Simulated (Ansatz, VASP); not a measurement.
## One calculation of Os2I, two programs

```
Os I
1.0
     5.38521    0.00000    0.00000
     0.00000    5.38521    0.00000
     0.00000    0.00000    5.38521
Os I
4 2
Direct
  0.25000 0.25000 0.25000
  0.25000 0.75000 0.75000
  0.75000 0.75000 0.25000
  0.75000 0.25000 0.75000
  0.00000 0.00000 0.00000
  0.50000 0.50000 0.50000
```

Alike in both runs: task relaxation of cell and atoms; functional PBE; k mesh 4 × 4 × 4; occupations gaussian, width 0.1 eV; no spin polarisation.

|  | VASP | Ansatz |
| --- | --- | --- |
| version | VASP 6.6.1 | Ansatz 0.2.0 |
| potentials or method | VASP PAW PBE potentials, release 64 (Os, I), cutoff 600 eV | scalar-relativistic, plane waves, PAW |
| valence electrons in the cell | 46 | 98 |

|  | VASP | Ansatz | Ansatz less VASP |
| --- | --- | --- | --- |
| gap on the k mesh at the Fermi level, each at its own relaxed structure (eV) | none | none | - |
| relaxed volume (Å³/atom) | 29.91 | 29.88 | -0.022 |
| relaxed length of the cell vector where the two differ most in proportion (Å) | 5.640 | 5.639 | -0.0014 |

A gap of «none» marks a metal or a gap that the smearing closes. VASP's potentials hold 46 valence electrons a cell and Ansatz's 98, so a difference there can come from the potentials and not from the codes.

Neither program's run includes spin-orbit coupling.
